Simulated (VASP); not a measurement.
WC: single point with PBE+D3(BJ)

WC:

```
W C
1.0
    -2.90076   -5.02427    0.00000
     4.35115   -2.51214    0.00000
     0.00000    0.00000    5.69406
W C
8 8
Direct
  0.75269 0.48961 0.00508
  0.74894 0.48847 0.49643
  0.48002 0.96850 0.00339
  0.47145 0.04694 0.47855
  0.24311 0.44988 0.98156
  0.26000 0.48003 0.47683
  0.00235 0.99603 0.98423
  0.95897 0.00623 0.49885
  0.48185 0.65014 0.22731
  0.49569 0.64047 0.73614
  0.22134 0.14455 0.27906
  0.25788 0.15526 0.74104
  0.98670 0.63182 0.21003
  0.00563 0.65793 0.79286
  0.74576 0.09682 0.24169
  0.70769 0.14225 0.78970
```

```yaml
Program: VASP 6.6.1
Task: single point
Functional: PBE
Dispersion: D3(BJ)
Potentials_or_basis: VASP PAW PBE potentials, release 64 (W_sv, C)
Cutoff: 520 eV
k_mesh: 2 × 2 × 2
Occupations: fermi-dirac, width 0.3 eV
Spin: no spin polarisation
Dipole_correction: no
Further_INCAR_settings: LREAL = Auto; ALGO = Normal; EDIFF = 1e-06; NBANDS = 86
```

| Item | Value |
| --- | --- |
| Pressure | 18.0 GPa |
| Largest force | 10.969 eV/Å |
| Band gap on the k mesh | zero (band 72 reaches 11.71 eV, above the bottom of band 73 at 11.42 eV) |
| Dispersion energy per atom | -0.462 eV |

Forces on the atoms (eV/Å):
```
W     0.028   4.266  -2.519
W     0.895  -0.457   0.015
W     0.354  -0.203  -1.928
W   -10.397   0.701   3.425
W     3.805  -3.788   2.042
W     5.975   0.822   2.218
W    -0.822   2.926   2.643
W    -4.515  -1.177   1.360
C    -1.585  -0.034   1.614
C     0.639  -0.510   0.776
C     1.089   1.020  -4.949
C     1.024   2.255   0.471
C     0.274  -2.638   4.664
C     0.000   1.184  -5.407
C     3.631  -0.743  -1.055
C    -0.395  -3.625  -3.370
```

Stress tensor (GPa, compression positive):
```
20.87  2.97  0.36
 2.97 16.83 -5.23
 0.36 -5.23 16.41
```

Levels at points of the mesh, in eV from the Fermi level:
```csv
k point,band 70,band 71,band 72,band 73,band 74,band 75
"(0.00, 0.00, 0.00)",-0.79,-0.27,-0.24,0.31,0.63,1.16
"(0.50, 0.00, 0.00)",-0.80,-0.33,-0.19,0.15,0.42,0.55
"(0.00, 0.50, 0.00)",-0.71,-0.19,0.20,0.40,1.54,1.73
"(0.50, 0.50, 0.00)",-1.47,-1.09,-1.00,0.98,1.25,1.37
"(0.00, 0.00, 0.50)",-0.85,-0.30,0.01,0.26,0.40,0.65
"(0.50, 0.00, 0.50)",-0.96,-0.81,-0.77,-0.09,0.25,0.44
"(0.00, 0.50, 0.50)",-1.23,-1.03,-0.82,0.12,0.65,0.89
"(0.50, 0.50, 0.50)",-1.52,-1.19,-1.03,0.89,1.05,1.27
```

Run time: 6.5 min on 1 thread of AMD EPYC 7R13 (shared host), peak memory 0.28 GiB.

Caveat: the k points lie up to 0.63 Å⁻¹ apart; spin-orbit coupling is left out, which moves the levels of the heavy elements; pairwise dispersion overbinds metals, which lowers pressure and volume; forces of over 1 eV/Å act on the atoms, so gaps and moduli don't describe the material at rest.
